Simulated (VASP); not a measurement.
SiC, 2 atoms in the cell. The structure is tetragonal, space group I-4m2 (No. 119). Conventional cell: a = 3.075 Å, b = 3.075 Å, c = 4.696 Å, α = 90.00°, β = 90.00°, γ = 90.00°. Within 2.6 Å of Si (site symmetry -4m2) lie 4 C at 1.93 Å. C (site symmetry -4m2) has 4 Si at 1.93 Å within 2.6 Å.  This cell differs from its parent crystal: strain +0.000 along x and y, +0.080 along z.

```yaml
Program: VASP 6.6.1
Task: single point
Functional: PBEsol
Potentials_or_basis: VASP PAW PBE potentials, release 64 (Si, C)
Cutoff: 520 eV
k_mesh: 12 × 12 × 12
Occupations: gaussian, width 0.05 eV
Spin: no spin polarisation
Dipole_correction: no
Further_INCAR_settings: ALGO = Normal; EDIFF = 1e-06; NBANDS = 11
```

Potentials or basis: VASP PAW PBE potentials, release 64 (Si, C).

Run with:

```console
$ cat potpaw_PBE.64/Si/POTCAR potpaw_PBE.64/C/POTCAR > POTCAR
$ mpirun -np 1 vasp_std > vasp.out
```

Hardware: 1 thread of Intel(R) Xeon(R) 6975P-C (Granite Rapids), with other jobs on the host.

How long does it take, and how much memory?

It took 20 s on 1 thread of Intel(R) Xeon(R) 6975P-C (Granite Rapids) (shared host), peak memory 0.16 GiB. Counts: scf iterations 12, k points 163.
